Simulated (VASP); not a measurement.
**SiC: single point with PBE**

The system is SiC.

```
CELL_PARAMETERS angstrom
0.00000 1.91100 1.91100
1.91100 0.00000 1.91100
1.91100 1.91100 0.00000
ATOMIC_POSITIONS crystal
Si 0.00000 0.00000 0.00000
C 0.25000 0.25000 0.25000
```

```
Program             : VASP 6.6.1
Task                : single point
Functional          : PBE
Potentials or basis : VASP PAW PBE potentials, release 64 (Si, C)
Cutoff              : 600 eV
k mesh              : 16 × 16 × 16
Occupations         : gaussian, width 0.02 eV
Spin                : no spin polarisation
```

The pressure is 186.9 GPa and the band gap on the k mesh is 0.88 eV (least direct gap 4.79 eV).

Levels at points of the mesh, in eV from the valence-band top:
```tsv
k point	band 1	band 2	band 3	band 4	band 5	band 6	band 7	band 8
(0.00, 0.00, 0.00)	-18.82	-0.01	-0.01	-0.01	10.67	10.67	10.67	11.07
(0.50, 0.00, 0.00)	-13.53	-11.00	-1.08	-1.08	9.02	9.02	9.38	12.34
(0.50, 0.50, 0.00)	-11.65	-9.32	-3.91	-3.91	0.88	6.01	19.05	19.05
```

Run time: 19 s on 1 thread of Intel Xeon 8259CL, on a shared host, peak memory 0.15 GiB.

Caveat: the cell stands under pressure. A k mesh can miss the band edges.
